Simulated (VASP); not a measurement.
# AgBr (Fm-3m) in VASP: further runs

The runs below take AgBr through electric field gradients, with r2SCAN.

Everything below comes from runs of VASP 6.6.1. Logs are shortened: lines on timing, memory, paths and dates and some standing lists are left out, and cuts for length are marked.

## Step 1: The cell of the first run

The structure is cubic, space group Fm-3m (No. 225). The conventional cell has a = 5.879 Å, b = 5.879 Å, c = 5.879 Å, α = 90.00°, β = 90.00°, γ = 90.00°. Within 3.9 Å of Ag (site symmetry m-3m) lie 6 Br at 2.94 Å. Within 3.9 Å of Br (site symmetry m-3m) lie 6 Ag at 2.94 Å.

## Step 2: Electric field gradients, r2SCAN (volume scaled by 1.05)

POSCAR reads:

```
AgBr
1.0
    0.0000000000      2.9395905220      2.9395905220
    2.9395905220      0.0000000000      2.9395905220
    2.9395905220      2.9395905220      0.0000000000
Ag Br
1 1
Direct
    0.0000000000      0.0000000000      0.0000000000
    0.5000000000      0.5000000000      0.5000000000
```

INCAR.step1 reads:

```
SYSTEM = AgBr
ALGO     = Normal         ! electronic algorithm
EDIFF    = 1E-5           ! SCF threshold, eV
ENCUT    = 440            ! plane-wave cutoff, eV
GGA      = PE             ! functional
GGA_COMPAT= .FALSE.      
ISMEAR   = -1             ! smearing method
LASPH    = .TRUE.         ! aspherical terms in the spheres
LCHARG   = .FALSE.        ! write CHGCAR
LREAL    = .FALSE.        ! projectors in reciprocal space
LWAVE    = .TRUE.         ! write WAVECAR
NBANDS   = 16             ! bands
NELM     = 120            ! most SCF steps
PREC     = Accurate       ! precision mode
SIGMA    = 0.02           ! smearing width, eV
```

INCAR.step2 reads:

```
SYSTEM = AgBr
ALGO     = Normal         ! electronic algorithm
EDIFF    = 1E-8           ! SCF threshold, eV
ENCUT    = 440            ! plane-wave cutoff, eV
GGA_COMPAT= .FALSE.      
ISIF     = 2              ! what is computed and relaxed
ISMEAR   = -1             ! smearing method
ISTART   = 1            
LASPH    = .TRUE.         ! aspherical terms in the spheres
LCHARG   = .FALSE.        ! write CHGCAR
LEFG     = .TRUE.       
LMIXTAU  = .TRUE.       
LREAL    = .FALSE.        ! projectors in reciprocal space
LWAVE    = .FALSE.        ! write WAVECAR
METAGGA  = R2SCAN         ! meta-GGA
NBANDS   = 16             ! bands
NELM     = 120            ! most SCF steps
PREC     = Accurate       ! precision mode
SIGMA    = 0.02           ! smearing width, eV
```

KPOINTS reads:

```
k-points
0
G
  7 7 7
  0 0 0
```

Potentials or basis: VASP PAW PBE potentials, release 64 (Ag, Br).

The run is started by

```sh
> cat potpaw_PBE.64/Ag/POTCAR potpaw_PBE.64/Br/POTCAR > POTCAR
> cp INCAR.step1 INCAR
> mpirun -np 1 vasp_std > vasp.out
> cp INCAR.step2 INCAR
> mpirun -np 1 vasp_std > vasp.out
```

OUTCAR:

```text
SYSTEM = AgBr
   EDIFF = 1E-8
   ENCUT = 440
   ISIF = 2
   ISMEAR = -1
   ISTART = 1
   LASPH = .TRUE.
   LREAL = .FALSE.
   METAGGA = R2SCAN
   NELM = 120
   PREC = Accurate

 ion  position               nearest neighbor table
   1  0.000  0.000  0.000-   2 2.94   2 2.94   2 2.94   2 2.94   2 2.94   2 2.94
   2  0.500  0.500  0.500-   1 2.94   1 2.94   1 2.94   1 2.94   1 2.94   1 2.94

  LATTYP: Found a face centered cubic cell.
 ALAT       =     5.8791810440

  Lattice vectors:

 A1 = (   0.0000000000,   2.9395905220,   2.9395905220)
 A2 = (   2.9395905220,   0.0000000000,   2.9395905220)
 A3 = (   2.9395905220,   2.9395905220,   0.0000000000)

Analysis of symmetry for initial positions (statically):
=====================================================================
 Subroutine PRICEL returns:
 Original cell was already a primitive cell.

 Routine SETGRP: Setting up the symmetry group for a
 face centered cubic supercell.

 Subroutine GETGRP returns: Found 48 space group operations
 (whereof 48 operations were pure point group operations)
 out of a pool of 48 trial point group operations.

The static configuration has the point symmetry O_h .

Analysis of symmetry for dynamics (positions and initial velocities):
=====================================================================
 Subroutine PRICEL returns:
 Original cell was already a primitive cell.

 Routine SETGRP: Setting up the symmetry group for a
 face centered cubic supercell.

 Subroutine GETGRP returns: Found 48 space group operations
 (whereof 48 operations were pure point group operations)
 out of a pool of 48 trial point group operations.

The dynamic configuration has the point symmetry O_h .

 Subroutine INISYM returns: Found 48 space group operations
 (whereof 48 operations are pure point group operations),
 and found     1 'primitive' translations

----------------------------------------------------------------------------------------

                                     Primitive cell

  volume of cell :      50.8031

  direct lattice vectors                    reciprocal lattice vectors
     0.000000000  2.939590522  2.939590522    -0.170091717  0.170091717  0.170091717
     2.939590522  0.000000000  2.939590522     0.170091717 -0.170091717  0.170091717
     2.939590522  2.939590522  0.000000000     0.170091717  0.170091717 -0.170091717

  length of vectors
     4.157208784  4.157208784  4.157208784     0.294607496  0.294607496  0.294607496

  position of ions in fractional coordinates (direct lattice)
     0.000000000  0.000000000  0.000000000
     0.500000000  0.500000000  0.500000000

  ion indices of the primitive-cell ions
   primitive index   ion index
                 1           1
                 2           2

----------------------------------------------------------------------------------------

 KPOINTS: k-points

Automatic generation of k-mesh.
 Grid dimensions read from file:
 generate k-points for:    7    7    7

 Generating k-lattice:

  Cartesian coordinates                     Fractional coordinates (reciprocal lattice)
    -0.024298817  0.024298817  0.024298817     0.142857143  0.000000000  0.000000000
     0.024298817 -0.024298817  0.024298817     0.000000000  0.142857143  0.000000000
     0.024298817  0.024298817 -0.024298817     0.000000000  0.000000000  0.142857143

  Length of vectors
     0.042086785  0.042086785  0.042086785

  Shift w.r.t. Gamma in fractional coordinates (k-lattice)
     0.000000000  0.000000000  0.000000000

 Subroutine IBZKPT returns following result:
 ===========================================

 Found     20 irreducible k-points:

 Following reciprocal coordinates:
            Coordinates               Weight
  0.000000  0.000000  0.000000      1.000000
  0.142857  0.000000  0.000000      8.000000
  0.285714  0.000000  0.000000      8.000000
  0.428571  0.000000  0.000000      8.000000
  0.142857  0.142857  0.000000      6.000000
  0.285714  0.142857  0.000000     24.000000
[... 12 lines left out ...]
 -0.428571  0.428571  0.142857     24.000000
 -0.285714  0.428571  0.142857     24.000000
   k-points           NKPTS =     20   k-points in BZ     NKDIM =     20   number of bands    NBANDS=     16
   number of dos      NEDOS =    301   number of ions     NIONS =      2
   total plane-waves  NPLWV =  21952
   dimension x,y,z NGX =    28 NGY =   28 NGZ =   28
   dimension x,y,z NGXF=    56 NGYF=   56 NGZF=   56
   ions per type =               1   1
   NGX,Y,Z   is equivalent  to a cutoff of  11.20, 11.20, 11.20 a.u.
   NGXF,Y,Z  is equivalent  to a cutoff of  22.39, 22.39, 22.39 a.u.
 SYSTEM =  AgBr
   PREC   = accura    normal or accurate (medium, high low for compatibility)
   ISTART =      1    job   : 0-new  1-cont  2-samecut
   ICHARG =      0    charge: 1-file 2-atom 10-const
   ISPIN  =      1    spin polarized calculation?
   LNONCOLLINEAR =      F non collinear calculations
   LSORBIT =      F    spin-orbit coupling
   LASPH  =      T    aspherical Exc in radial PAW
   ENCUT  =  440.0 eV  32.34 Ry    5.69 a.u.   7.11  7.11  7.11*2*pi/ulx,y,z
   NELM   =    120;   NELMIN=  2; NELMDL=  0     # of ELM steps
   EDIFF  = 0.1E-07   stopping-criterion for ELM
   LREAL  =      F    real-space projection
   EDIFFG = 0.1E-06   stopping-criterion for IOM
   NSW    =      0    number of steps for IOM
   IBRION =     -1    ionic relax: 0-MD 1-quasi-New 2-CG
   NFREE  =      0    steps in history (QN), initial steepest desc. (CG)
   ISIF   =      2    stress and relaxation
   ISYM   =      2    0-nonsym 1-usesym 2-fastsym
   POTIM  = 0.5000    time-step for ionic-motion
   TEBEG  =    0.0;   TEEND  =   0.0 temperature during run
   PSTRESS=    0.0 pullay stress
   NELECT =      18.0000    total number of electrons
   NUPDOWN=      -1.0000    fix difference up-down
   EMIN   =  10.00;   EMAX   =-10.00  energy-range for DOS
   EFERMI =   0.00;   METHOD = LEGACY
   ISMEAR =    -1;   SIGMA  =   0.02  broadening in eV -4-tet -1-fermi 0-gaus
   EFERMI_NEDOS =   21; number of points for ismear=-14 and -15
   IALGO  =     38    algorithm
   IMIX   =      4    mixing-type and parameters
     AMIX     =   0.40;   BMIX     =  1.00
     AMIX_MAG =   1.60;   BMIX_MAG =  1.00
  volume/ion in A,a.u.               =      25.40       171.42
  Fermi-wavevector in a.u.,A,eV,Ry     =   1.158427  2.189110 18.258394  1.341954
  Thomas-Fermi vector in A             =   2.295030
   LORBIT       =      0    0 simple, 1 ext, 2 COOP (PROOUT), +10 PAW based schemes
   METAGGA = R2SCAN    functional components
   LHFCALC =     F    Hartree Fock is set to
   AEXX    =    0.0000 exact exchange contribution
   IVDW    =     0    specifies the selected vdW correction
   LEPSILON=     F    determine dielectric tensor
   LRPA    =     F    only Hartree local field effects (RPA)
 non-spin polarized calculation
  energy-cutoff  :      440.00
  volume of cell :       50.80
 maximum number of plane-waves:      1077
   NGX = 15   NGY = 15   NGZ = 15

 number of electron      18.0000001 magnetization

 Free energy of the ion-electron system (eV)
  ---------------------------------------------------
  ext. energy  EPLUGINS =         0.00000000
  ---------------------------------------------------
  free energy    TOTEN  =       -35.49814799 eV

  energy without entropy =      -35.49814799  energy(sigma->0) =      -35.49814799

 E-fermi :   2.9116     XC(G=0):  -9.9878

 val. band max:        2.3993637698   @ k =   0.4286   0.0000   0.0000
 cond. band min:       3.7149792463   @ k =   0.0000   0.0000   0.0000
 fundamental gap:      1.3156154765
 Fermi energy:         2.9116411477

 k-point     1 :       0.0000    0.0000    0.0000
  band No.  band energies     occupation
      1     -12.6852      2.00000
      2      -0.0289      2.00000
      3      -0.0289      2.00000
      4      -0.0289      2.00000
      5      -0.0205      2.00000
      6      -0.0205      2.00000
[... 8 lines left out ...]
     15      14.8109      0.00000
     16      14.8109      0.00000
[... 343 lines left out ...]
 k-point    20 :      -0.2857    0.4286    0.1429
  band No.  band energies     occupation
      1     -12.2695      2.00000
      2      -1.4327      2.00000
      3      -1.1541      2.00000
      4      -1.0783      2.00000
      5       0.1928      2.00000
      6       0.2685      2.00000
[... 8 lines left out ...]
     15      15.7828      0.00000
     16      18.1953      0.00000

------------------------ aborting loop because EDIFF is reached ----------------------------------------

  FORCE on cell =-STRESS in cart. coord.  units (eV):
  Direction    XX          YY          ZZ          XY          YZ          ZX
  --------------------------------------------------------------------------------------
  -------------------------------------------------------------------------------------
  Total       -0.6344360     -0.6344360     -0.6344360      0.0000000     -0.0000000     -0.0000000
  in kB      -20.0081955    -20.0081955    -20.0081955      0.0000000     -0.0000000     -0.0000000
  external PRESSURE =     -20.0081955 kB  Pullay stress =       0.0000000 kB

 VOLUME and BASIS-vectors are now :
 -----------------------------------------------------------------------------
  energy-cutoff  :      440.00
  volume of cell :       50.80
      direct lattice vectors                 reciprocal lattice vectors
     0.000000000  2.939590522  2.939590522    -0.170091717  0.170091717  0.170091717
     2.939590522  0.000000000  2.939590522     0.170091717 -0.170091717  0.170091717
     2.939590522  2.939590522  0.000000000     0.170091717  0.170091717 -0.170091717

 POSITION                                       TOTAL-FORCE (eV/Angst)
 -----------------------------------------------------------------------------------
      0.00000      0.00000      0.00000         0.000000      0.000000      0.000000
      2.93959      2.93959      2.93959        -0.000000     -0.000000     -0.000000
 -----------------------------------------------------------------------------------
    total drift:                                0.000000      0.000000      0.000000

  FREE ENERGIE OF THE ION-ELECTRON SYSTEM (eV)
  ---------------------------------------------------
  free  energy   TOTEN  =       -35.4981479908 eV

  energy  without entropy=      -35.4981479908  energy(sigma->0) =      -35.49814799

 Electric field gradients (V/A^2)
---------------------------------------------------------------------
 ion       V_xx      V_yy      V_zz      V_xy      V_xz      V_yz
---------------------------------------------------------------------
   1      -0.000    -0.000     0.000     0.000     0.000     0.000
   2      -0.000     0.000     0.000     0.001     0.001     0.001
---------------------------------------------------------------------

 Electric field gradients after diagonalization (V/A^2)
 (convention: |V_zz| > |V_xx| > |V_yy|)
----------------------------------------------------------------------
 ion       V_xx      V_yy      V_zz     asymmetry (V_yy - V_xx)/ V_zz
----------------------------------------------------------------------
   1      -0.000    -0.000     0.000       0.000
   2      -0.001    -0.001     0.002       0.000
----------------------------------------------------------------------

           NMR quadrupolar parameters

 Cq : quadrupolar parameter    Cq=e*Q*V_zz/h
 eta: asymmetry parameters     (V_yy - V_xx)/ V_zz
 Q  : nuclear electric quadrupole moment in mb (millibarn)
----------------------------------------------------------------------
 ion       Cq(MHz)       eta       Q (mb)
----------------------------------------------------------------------
   1       0.000       0.000       1.000
   2       0.000       0.000       1.000
----------------------------------------------------------------------
```

It took 54 s on 1 thread of Intel Xeon Platinum 8259CL at 2.50GHz (Skylake/Cascade Lake), shared host; peak memory 0.17 GiB.

What came out:

| Quantity | Value |
| --- | --- |
| Free energy | -35.4981 eV |
| Pressure | -2.0 GPa |
| Band gap on the k mesh | 1.32 eV, indirect (least direct gap 3.02 eV) |

Caveat: without QUAD_EFG the Cq values of the log hold for a quadrupole moment of 1 mb, not for the nuclei; the PAW data sets were made with another functional, which shifts forces and pressure a little.

(Part 1 of 2 ends here.)
